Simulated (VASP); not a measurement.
Input of a VASP 6.6.1 run:

File INCAR:

```
SYSTEM = Si4PI
ALGO     = Normal         ! electronic algorithm
EDIFF    = 1E-6           ! SCF threshold, eV
EDIFFG   = -0.04          ! ionic threshold
ENCUT    = 600            ! plane-wave cutoff, eV
GGA      = PE             ! functional
IBRION   = 2              ! ionic algorithm
ISIF     = 3              ! what is computed and relaxed
ISMEAR   = 0              ! smearing method
LASPH    = .TRUE.         ! aspherical terms in the spheres
LCHARG   = .FALSE.        ! write CHGCAR
LREAL    = .FALSE.        ! projectors in reciprocal space
LWAVE    = .FALSE.        ! write WAVECAR
NELM     = 60             ! most SCF steps
NSW      = 90             ! ionic steps
PREC     = Accurate       ! precision mode
SIGMA    = 0.1            ! smearing width, eV
```

File KPOINTS:

```
k-points
0
G
  6 6 4
  0 0 0
```

File POSCAR:

```
Si4PI
1.0
    5.6057823564      0.0000000000      0.0000000000
   -2.8028911782      4.8547499287      0.0000000000
    0.0000000000      0.0000000000      4.2139108979
Si P I
4 1 1
Direct
    0.6666666667      0.3333333333      0.0000000000
    0.0311152925      0.5155576463      0.5000000000
    0.4844423537      0.5155576463      0.5000000000
    0.4844423537      0.9688847075      0.5000000000
    0.3333333333      0.6666666667      0.0000000000
    0.0000000000      0.0000000000      0.0000000000
```

Potentials or basis: VASP PAW PBE potentials, release 64 (Si, P, I).

Launch:

```bash
$ cat potpaw_PBE.64/Si/POTCAR potpaw_PBE.64/P/POTCAR potpaw_PBE.64/I/POTCAR > POTCAR
$ mpirun -np 1 vasp_std > vasp.out
```

Question: Estimate the band gap on the k mesh.

Answer: Zero (bands 14 and 15 overlap by 2.07 eV).

Question: Predict the space group after relaxing (to 0.1 Å).

Answer: P-6m2 (No. 187).

Question: Predict the relaxed cell.

Answer: a = 5.552 Å, b = 5.552 Å, c = 4.228 Å, α = 90.00°, β = 90.00°, γ = 120.00°.

Forces on the atoms (eV/Å):
```
Si   0.000  0.000  0.000
Si  -0.018 -0.011  0.000
Si   0.018 -0.011  0.000
Si   0.000  0.021  0.000
P    0.000  0.000  0.000
I    0.000  0.000  0.000
```

Caveat: the k points lie up to 0.37 Å⁻¹ apart in the final cell, too coarse for converged energies and pressures of a metal; spin-orbit coupling is left out, which moves the levels of the heavy elements.
